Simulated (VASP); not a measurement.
Write the native input for VASP 6.6.1 that does the following.

```
Task                   : single point
Functional             : LDA
Potentials or basis    : VASP PAW LDA potentials, release 64 (Cu, Au)
Cutoff                 : 520 eV
k mesh                 : 9 × 9 × 9
Occupations            : fermi-dirac, width 0.05 eV
Spin                   : no spin polarisation
Dipole correction      : no
Further INCAR settings : ALGO = Normal; EDIFF = 1e-07; NBANDS = 30
```

The structure of CuAu3 lies in POSCAR:

```
CuAu3
1.0
    3.8987527127      0.0000000000      0.0000000000
    0.0000000000      3.8987527127      0.0000000000
    0.0000000000      0.0000000000      3.8987527127
Cu Au
1 3
Direct
    0.0000000000      0.0000000000      0.0000000000
    0.0000000000      0.5000000000      0.5000000000
    0.5000000000      0.0000000000      0.5000000000
    0.5000000000      0.5000000000      0.0000000000
```

One way to write it, as run:

INCAR

```
SYSTEM = CuAu3
ALGO = Normal
EDIFF = 1E-7
ENCUT = 520
ISIF = 2
ISMEAR = -1
LASPH = .True.
LCHARG = .False.
LREAL = .False.
LWAVE = .False.
NBANDS = 30
NELM = 100
PREC = Accurate
SIGMA = 0.05
```

KPOINTS

```
k-points
0
Gamma
  9 9 9
  0 0 0
```

Potentials or basis: VASP PAW LDA potentials, release 64 (Cu, Au).

Command:

```sh
$ cat potpaw_LDA.64/Cu/POTCAR potpaw_LDA.64/Au/POTCAR > POTCAR
$ mpirun -np 1 vasp_std > vasp.out
```

It gave:

* Pressure: 6.8 GPa
* Band gap on the k mesh: zero (bands 22 and 23 overlap by 1.67 eV)

Caveat: the cell stands under pressure; spin-orbit coupling is left out, which moves the levels of the heavy elements.

It took 31 s on 1 thread of AMD EPYC 9R45 96-Core Processor (Zen 5), on a shared host, peak memory 0.15 GiB.
